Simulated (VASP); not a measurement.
Here is a VASP 6.6.1 calculation.

Contents of INCAR:

```
PREC = Accurate
ENCUT = 520
EDIFF = 1E-6
ISMEAR = 0
SIGMA = 0.05
LREAL = False
LASPH = True
NELM = 80
ALGO = Normal
ISIF = 2
LWAVE = False
LCHARG = False
GGA = PE
NBANDS = 64
```

Contents of KPOINTS:

```
regular mesh
0
Gamma
  6 6 6
```

File POSCAR:

```
SnO2
1.0
    4.9747534166      0.0000000000      0.0000000000
    0.0000000000      6.0478218635      0.0000000000
    0.0000000000      0.0000000000      5.5097278554
Sn O
4 8
Direct
    0.5000000000      0.6651654903      0.7500000000
    0.0000000000      0.8348345097      0.2500000000
    0.5000000000      0.3348345097      0.2500000000
    0.0000000000      0.1651654903      0.7500000000
    0.7301204269      0.6070551965      0.0781681516
    0.2301204269      0.8929448035      0.9218318484
    0.7698795731      0.8929448035      0.5781681516
    0.2698795731      0.6070551965      0.4218318484
    0.7301204269      0.3929448035      0.5781681516
    0.2301204269      0.1070551965      0.4218318484
    0.7698795731      0.1070551965      0.0781681516
    0.2698795731      0.3929448035      0.9218318484
```

Potentials or basis: VASP PAW PBE potentials, release 64 (Sn_d, O).

Run with:

```sh
$ cat potpaw_PBE.64/Sn_d/POTCAR potpaw_PBE.64/O/POTCAR > POTCAR
$ mpirun -np 1 vasp_std > vasp.out
```

Question: Predict the largest force.

Answer: 0.254 eV/Å.

Question: Estimate the pressure.

Answer: -15.2 GPa.

Stress tensor (GPa, compression positive):
```
-14.61   0.00   0.00
  0.00 -14.62   0.00
  0.00   0.00 -16.32
```

Caveat: the cell stands under tension.
